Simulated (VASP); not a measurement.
# SnO2 in VASP: notebook, part 2 of 2

VASP 6.6.1. The steps go on from the part before.

**3. Single point, LDA (uniaxial strain along c: +2.0 %, then relaxed in part)**

File INCAR:

```
ALGO = Normal
EDIFF = 1E-6
ENCUT = 520
GGA = CA
ISIF = 2
ISMEAR = 0
LASPH = T
LCHARG = F
LREAL = F
LWAVE = F
NBANDS = 35
NELM = 60
PREC = Accurate
SIGMA = 0.02
```

File KPOINTS:

```
k-points
0
Gamma
  6 6 8
```

File POSCAR:

```
SnO2
1.0
    4.6884436853      0.0000000000      0.0000000000
    0.0000000000      4.6889757363      0.0000000000
    0.0000000000      0.0000000000      3.2538197911
Sn O
2 4
Direct
    0.5000000000      0.5000000000      0.5000000000
    0.0000000000      0.0000000000      0.0000000000
    0.3066618194      0.3069454243      0.0000000000
    0.8066618194      0.1930545757      0.5000000000
    0.1933381806      0.8069454243      0.5000000000
    0.6933381806      0.6930545757      0.0000000000
```

Potentials or basis: VASP PAW LDA potentials, release 64 (Sn_d, O).

Command:

```bash
cat potpaw_LDA.64/Sn_d/POTCAR potpaw_LDA.64/O/POTCAR > POTCAR
mpirun -np 1 vasp_std > vasp.out
```

OUTCAR:

```text
EDIFF = 1E-6
   ENCUT = 520
   GGA = CA
   ISIF = 2
   ISMEAR = 0
   LASPH = T
   LREAL = F
   NELM = 60
   PREC = Accurate

 ion  position               nearest neighbor table
   1  0.500  0.500  0.500-   4 2.03   5 2.03   3 2.07   6 2.07   3 2.07   6 2.07   2 3.69   2 3.69
                             2 3.69   2 3.69   2 3.69   2 3.69   2 3.69   2 3.69
   2  0.000  0.000  0.000-   3 2.03   6 2.03   5 2.07   4 2.07   4 2.07   5 2.07   1 3.69   1 3.69
                             1 3.69   1 3.69   1 3.69   1 3.69   1 3.69   1 3.69
   3  0.307  0.307  0.000-   2 2.03   1 2.07   1 2.07
   4  0.807  0.193  0.500-   1 2.03   2 2.07   2 2.07
   5  0.193  0.807  0.500-   1 2.03   2 2.07   2 2.07
   6  0.693  0.693  0.000-   2 2.03   1 2.07   1 2.07

  LATTYP: Found a simple orthorhombic cell.
 ALAT       =     3.2538197911
 B/A-ratio  =     1.4409045326
 C/A-ratio  =     1.4410680484

  Lattice vectors:

 A1 = (   0.0000000000,   0.0000000000,   3.2538197911)
 A2 = (   4.6884436853,   0.0000000000,   0.0000000000)
 A3 = (   0.0000000000,   4.6889757363,   0.0000000000)

Analysis of symmetry for initial positions (statically):
=====================================================================
 Subroutine PRICEL returns:
 Original cell was already a primitive cell.

 Routine SETGRP: Setting up the symmetry group for a
 simple orthorhombic supercell.

 Subroutine GETGRP returns: Found  8 space group operations
 (whereof  4 operations were pure point group operations)
 out of a pool of  8 trial point group operations.

The static configuration has the point symmetry C_2h.
 The point group associated with its full space group is D_2h.

Analysis of symmetry for dynamics (positions and initial velocities):
=====================================================================
 Subroutine PRICEL returns:
 Original cell was already a primitive cell.

 Routine SETGRP: Setting up the symmetry group for a
 simple orthorhombic supercell.

 Subroutine GETGRP returns: Found  8 space group operations
 (whereof  4 operations were pure point group operations)
 out of a pool of  8 trial point group operations.

The dynamic configuration has the point symmetry C_2h.
 The point group associated with its full space group is D_2h.

 Subroutine INISYM returns: Found  8 space group operations
 (whereof  4 operations are pure point group operations),
 and found     1 'primitive' translations

----------------------------------------------------------------------------------------

                                     Primitive cell

  volume of cell :      71.5320

  direct lattice vectors                    reciprocal lattice vectors
     4.688443685  0.000000000  0.000000000     0.213290394  0.000000000  0.000000000
     0.000000000  4.688975736  0.000000000     0.000000000  0.213266192  0.000000000
     0.000000000  0.000000000  3.253819791     0.000000000  0.000000000  0.307331095

  length of vectors
     4.688443685  4.688975736  3.253819791     0.213290394  0.213266192  0.307331095

  position of ions in fractional coordinates (direct lattice)
     0.500000000  0.500000000  0.500000000
     0.000000000  0.000000000  0.000000000
     0.306661819  0.306945424  0.000000000
     0.806661819  0.193054576  0.500000000
     0.193338181  0.806945424  0.500000000
[... 42 lines left out ...]
  0.500000  0.000000  0.000000      1.000000
  0.000000  0.166667  0.000000      2.000000
  0.166667  0.166667  0.000000      4.000000
[... 16 lines left out ...]
  0.333333  0.166667  0.125000      8.000000
  0.500000  0.166667  0.125000      4.000000
 [... further k-points ...]
   k-points           NKPTS =     80   k-points in BZ     NKDIM =     80   number of bands    NBANDS=     35
   number of dos      NEDOS =    301   number of ions     NIONS =      6
   total plane-waves  NPLWV =  31104
   dimension x,y,z NGX =    36 NGY =   36 NGZ =   24
   dimension x,y,z NGXF=    72 NGYF=   72 NGZF=   48
   ions per type =               2   4
   NGX,Y,Z   is equivalent  to a cutoff of  12.77, 12.76, 12.26 a.u.
   NGXF,Y,Z  is equivalent  to a cutoff of  25.53, 25.53, 24.52 a.u.
 SYSTEM =  unknown system
   PREC   = accura    normal or accurate (medium, high low for compatibility)
   ISTART =      0    job   : 0-new  1-cont  2-samecut
   ICHARG =      2    charge: 1-file 2-atom 10-const
   ISPIN  =      1    spin polarized calculation?
   LNONCOLLINEAR =      F non collinear calculations
   LSORBIT =      F    spin-orbit coupling
   LASPH  =      T    aspherical Exc in radial PAW
   ENCUT  =  520.0 eV  38.22 Ry    6.18 a.u.   8.72  8.72  6.05*2*pi/ulx,y,z
   NELM   =     60;   NELMIN=  2; NELMDL= -5     # of ELM steps
   EDIFF  = 0.1E-05   stopping-criterion for ELM
   LREAL  =      F    real-space projection
   EDIFFG = 0.1E-04   stopping-criterion for IOM
   NSW    =      0    number of steps for IOM
   IBRION =     -1    ionic relax: 0-MD 1-quasi-New 2-CG
   NFREE  =      0    steps in history (QN), initial steepest desc. (CG)
   ISIF   =      2    stress and relaxation
   ISYM   =      2    0-nonsym 1-usesym 2-fastsym
   POTIM  = 0.5000    time-step for ionic-motion
   TEBEG  =    0.0;   TEEND  =   0.0 temperature during run
   PSTRESS=    0.0 pullay stress
   NELECT =      52.0000    total number of electrons
   NUPDOWN=      -1.0000    fix difference up-down
   EMIN   =  10.00;   EMAX   =-10.00  energy-range for DOS
   EFERMI =   0.00;   METHOD = LEGACY
   ISMEAR =     0;   SIGMA  =   0.02  broadening in eV -4-tet -1-fermi 0-gaus
   EFERMI_NEDOS =   21; number of points for ismear=-14 and -15
   IALGO  =     38    algorithm
   IMIX   =      4    mixing-type and parameters
     AMIX     =   0.40;   BMIX     =  1.00
     AMIX_MAG =   1.60;   BMIX_MAG =  1.00
  volume/ion in A,a.u.               =      11.92        80.45
  Fermi-wavevector in a.u.,A,eV,Ry     =   1.472005  2.781686 29.481077  2.166798
  Thomas-Fermi vector in A             =   2.587072
   LORBIT       =      0    0 simple, 1 ext, 2 COOP (PROOUT), +10 PAW based schemes
   GGA     = CA    functional components
   LHFCALC =     F    Hartree Fock is set to
   AEXX    =    0.0000 exact exchange contribution
   IVDW    =     0    specifies the selected vdW correction
   LEPSILON=     F    determine dielectric tensor
   LRPA    =     F    only Hartree local field effects (RPA)
 non-spin polarized calculation
 Gauss-broadening in eV      SIGMA  =   0.02
  energy-cutoff  :      520.00
  volume of cell :       71.53
 maximum number of plane-waves:      1968
 NGX is ok and might be reduce to    36
   NGX = 17   NGY = 17   NGZ = 13

 number of electron      51.9999993 magnetization

 Free energy of the ion-electron system (eV)
  ---------------------------------------------------
  ext. energy  EPLUGINS =         0.00000000
  ---------------------------------------------------
  free energy    TOTEN  =       -42.25931225 eV

  energy without entropy =      -42.25931225  energy(sigma->0) =      -42.25931225

 E-fermi :   6.0589     XC(G=0): -11.8124

 val. band max:        5.8708945529   @ k =   0.0000   0.0000   0.0000
 cond. band min:       6.9349638707   @ k =   0.0000   0.0000   0.0000
 fundamental gap:      1.0640693178
 Fermi energy:         6.0589124872

 k-point     1 :       0.0000    0.0000    0.0000
  band No.  band energies     occupation
      1     -15.1120      2.00000
      2     -14.3051      2.00000
      3     -14.0959      2.00000
      4     -14.0780      2.00000
      5     -14.0780      2.00000
      6     -14.0412      2.00000
[... 901 lines left out ...]
     34      17.9634      0.00000
     35      18.1498      0.00000

 [... further k-points ...]

------------------------ aborting loop because EDIFF is reached ----------------------------------------

  FORCE on cell =-STRESS in cart. coord.  units (eV):
  Direction    XX          YY          ZZ          XY          YZ          ZX
  --------------------------------------------------------------------------------------
  -------------------------------------------------------------------------------------
  Total        0.4090779      0.4091108     -2.0933219     -0.0000000      0.0000000      0.0000000
  in kB        9.1625502      9.1632879    -46.8863497     -0.0000000      0.0000000      0.0000000
  external PRESSURE =      -9.5201705 kB  Pullay stress =       0.0000000 kB

 VOLUME and BASIS-vectors are now :
 -----------------------------------------------------------------------------
  energy-cutoff  :      520.00
  volume of cell :       71.53
      direct lattice vectors                 reciprocal lattice vectors
     4.688443685  0.000000000  0.000000000     0.213290394  0.000000000  0.000000000
     0.000000000  4.688975736  0.000000000     0.000000000  0.213266192  0.000000000
     0.000000000  0.000000000  3.253819791     0.000000000  0.000000000  0.307331095

 POSITION                                       TOTAL-FORCE (eV/Angst)
 -----------------------------------------------------------------------------------
      2.34422      2.34449      1.62691         0.000000      0.000000      0.000000
      0.00000      0.00000      0.00000         0.000000      0.000000      0.000000
      1.43777      1.43926      0.00000        -0.007228     -0.007973     -0.000000
      3.78199      0.90523      1.62691        -0.007228      0.007973      0.000000
      0.90646      3.78375      1.62691         0.007228     -0.007973      0.000000
      3.25068      3.24972      0.00000         0.007228      0.007973      0.000000
 -----------------------------------------------------------------------------------
    total drift:                                0.000000      0.000000      0.000000

  FREE ENERGIE OF THE ION-ELECTRON SYSTEM (eV)
  ---------------------------------------------------
  free  energy   TOTEN  =       -42.2593122525 eV

  energy  without entropy=      -42.2593122525  energy(sigma->0) =      -42.25931225
```

Run time: 4.7 min. Hardware: 1 thread of AMD EPYC 7R13 (Zen 3), shared host; peak memory 0.23 GiB.

What came out:

- Free energy: -42.2593 eV
- Pressure: -1.0 GPa
- Largest force: 0.011 eV/Å
- Band gap on the k mesh: 1.06 eV, direct

Forces on the atoms (eV/Å):
```
Sn   0.000  0.000  0.000
Sn   0.000  0.000  0.000
O   -0.007 -0.008  0.000
O   -0.007  0.008  0.000
O    0.007 -0.008  0.000
O    0.007  0.008  0.000
```

Stress tensor (GPa, compression positive):
```
 0.92  0.00  0.00
 0.00  0.92  0.00
 0.00  0.00 -4.69
```

Levels at points of the mesh, in eV from the valence-band top:
| k point | band 22 | band 23 | band 24 | band 25 | band 26 | band 27 | band 28 | band 29 | band 30 | band 31 |
| --- | --- | --- | --- | --- | --- | --- | --- | --- | --- | --- |
| (0.00, 0.00, 0.00) | -1.33 | -1.33 | -0.76 | -0.76 | 0.00 | 1.06 | 5.65 | 5.87 | 5.87 | 9.92 |
| (0.50, 0.00, 0.00) | -1.99 | -1.28 | -1.28 | -0.62 | -0.62 | 4.27 | 4.27 | 6.61 | 6.61 | 10.91 |
| (0.00, 0.50, 0.00) | -1.99 | -1.28 | -1.28 | -0.62 | -0.62 | 4.27 | 4.27 | 6.61 | 6.61 | 10.91 |
| (0.50, 0.50, 0.00) | -2.06 | -1.42 | -1.42 | -0.84 | -0.84 | 4.58 | 4.58 | 7.17 | 7.17 | 10.90 |
| (0.00, 0.00, 0.50) | -2.66 | -1.72 | -1.72 | -1.27 | -1.27 | 5.99 | 5.99 | 9.57 | 9.57 | 10.06 |
| (0.50, 0.00, 0.50) | -1.77 | -1.09 | -1.09 | -0.66 | -0.66 | 6.31 | 6.31 | 7.99 | 7.99 | 10.47 |
| (0.00, 0.50, 0.50) | -1.77 | -1.10 | -1.10 | -0.65 | -0.65 | 6.30 | 6.30 | 7.99 | 7.99 | 10.48 |
| (0.50, 0.50, 0.50) | -2.33 | -0.96 | -0.96 | -0.79 | -0.79 | 4.73 | 4.73 | 8.62 | 8.62 | 10.49 |

Caveat: the cell differs from its parent crystal (uniaxial strain along c: +2.0 %, then relaxed in part); spin-orbit coupling is left out, which moves the levels of the heavy elements.
